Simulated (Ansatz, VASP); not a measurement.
**PdRuC4N4: VASP beside Ansatz**

INCAR

```
SYSTEM = PdRuC4N4
PREC = Accurate
ENCUT = 520
EDIFF = 1E-6
ISMEAR = 0
SIGMA = 0.1
LREAL = .FALSE.
LASPH = .TRUE.
NELM = 150
ALGO = Normal
ISIF = 2
LWAVE = .FALSE.
LCHARG = .TRUE.
ISPIN = 2
MAGMOM = 1 0 0 0 0 0 0 0 0 0
LORBIT = 11
LMAXMIX = 4
GGA = PE
LELF = .TRUE.
LVHAR = .TRUE.
NBANDS = 45
```

Contents of KPOINTS:

```
regular mesh
0
G
  4 4 4
  0 0 0
```

File POSCAR:

```
PdRuC4N4
1.0
    5.8808898400      0.0000000000      0.0000000000
    0.0000000000      5.8808898400      0.0000000000
    0.0000000000      0.0000000000      5.8808898400
Ru Pd C N
1 1 4 4
Direct
    0.5000000000      0.5000000000      0.5000000000
    0.0000000000      0.0000000000      0.0000000000
    0.1902611400      0.1902611400      0.1902611400
    0.1902611400      0.8097388600      0.8097388600
    0.8097388600      0.1902611400      0.8097388600
    0.8097388600      0.8097388600      0.1902611400
    0.3051246800      0.3051246800      0.3051246800
    0.3051246800      0.6948753200      0.6948753200
    0.6948753200      0.3051246800      0.6948753200
    0.6948753200      0.6948753200      0.3051246800
```

Input for Ansatz:

```yaml
crystal:
  lattice:
    - [5.88088984, 0.0, 0.0]
    - [0.0, 5.88088984, 0.0]
    - [0.0, 0.0, 5.88088984]
  atoms:
    - { symbol: Ru, position: [0.5, 0.5, 0.5], spin: 1.0 }
    - { symbol: Pd, position: [0.0, 0.0, 0.0] }
    - { symbol: C, position: [0.19026114, 0.19026114, 0.19026114] }
    - { symbol: C, position: [0.19026114, 0.80973886, 0.80973886] }
    - { symbol: C, position: [0.80973886, 0.19026114, 0.80973886] }
    - { symbol: C, position: [0.80973886, 0.80973886, 0.19026114] }
    - { symbol: "N", position: [0.30512468, 0.30512468, 0.30512468] }
    - { symbol: "N", position: [0.30512468, 0.69487532, 0.69487532] }
    - { symbol: "N", position: [0.69487532, 0.30512468, 0.69487532] }
    - { symbol: "N", position: [0.69487532, 0.69487532, 0.30512468] }
basis:
  ecutwfc: 420
kpoints:
  mp_grid: { grid: [4, 4, 4] }
hamiltonian:
  xc: pbe
scf:
  occupations: { method: gaussian, width: 0.1 }
  lower_state_search: "off"
output:
  forces: true
  stress: true
  eigenvalues: true
  populations: true
magnetization:
  spin_polarized: true
```

Alike in both runs: task single point; functional PBE; k mesh 4 × 4 × 4; occupations gaussian, width 0.1 eV; collinear spin.

```csv
,VASP,Ansatz
version,VASP 6.6.1,Ansatz 0.2.0
potentials or method,"VASP PAW PBE potentials, release 64 (Ru_pv, Pd, C, N), cutoff 520 eV","scalar-relativistic, plane waves, PAW"
valence electrons in the cell,60,70
```

Ansatz gave:

* gap on the k mesh at the Fermi level (eV): 0.16
* least direct gap on the mesh (eV): 0.26
* pressure (GPa): 2.4
* rms of the force components (eV/Å): 1.253
* net moment per atom (μB): 0.00

Question: What did VASP give for the same quantities?

Answer: gap on the k mesh at the Fermi level (eV): 0.15; least direct gap on the mesh (eV): 0.26; pressure (GPa): 2.7; rms of the force components (eV/Å): 1.422; net moment per atom (μB): 0.00.

Atom by atom the forces differ by 0.192 eV/Å (rms over components). VASP's potentials hold 60 valence electrons a cell and Ansatz's 70, so a difference there can come from the potentials and not from the codes. Ansatz's warnings: seeded moment not kept.

Noted on VASP's run: the standard files for N, O and F lose accuracy on very short bonds.
